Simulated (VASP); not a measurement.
Crystal: MnAs.

```
CELL_PARAMETERS angstrom
3.71000 0.00000 0.00000
-1.85500 3.21295 0.00000
0.00000 0.00000 5.69100
ATOMIC_POSITIONS crystal
As 0.66667 0.33333 0.75000
As 0.33333 0.66667 0.25000
Mn 0.00000 0.00000 0.50000
Mn 0.00000 0.00000 0.00000
```

Base run:

```yaml
Program: VASP 6.6.1
Functional: PBEsol
Potentials_or_basis: VASP PAW PBE potentials, release 64 (As, Mn_pv)
Cutoff: 520 eV
k_mesh: 8 × 8 × 5
Occupations: fermi-dirac, width 0.05 eV
Spin: no spin polarisation
```

Its results: band gap on the k mesh zero (bands 18 and 19 overlap by 0.31 eV); pressure -24.1 GPa.

**Question.** The run is repeated on the same cell with these changes: spin from no spin polarisation to collinear spin, antiferromagnetic start; further incar settings from ALGO = Normal; EDIFF = 1e-06; NBANDS = 26 to ALGO = Normal; EDIFF = 1e-07; NBANDS = 30. What comes out?

**Answer.** Band gap on the k mesh zero (filled and empty bands overlap); pressure -10.5 GPa; net moment 0.00 μB per cell; site moments As +0.00; Mn +3.01, -3.01 μB.

Caveats: the cell stands under tension; the PAW data sets were made with another functional, which shifts forces and pressure a little; the antiferromagnetic order is the one typed at the start, and another may lie lower (at least some runs).
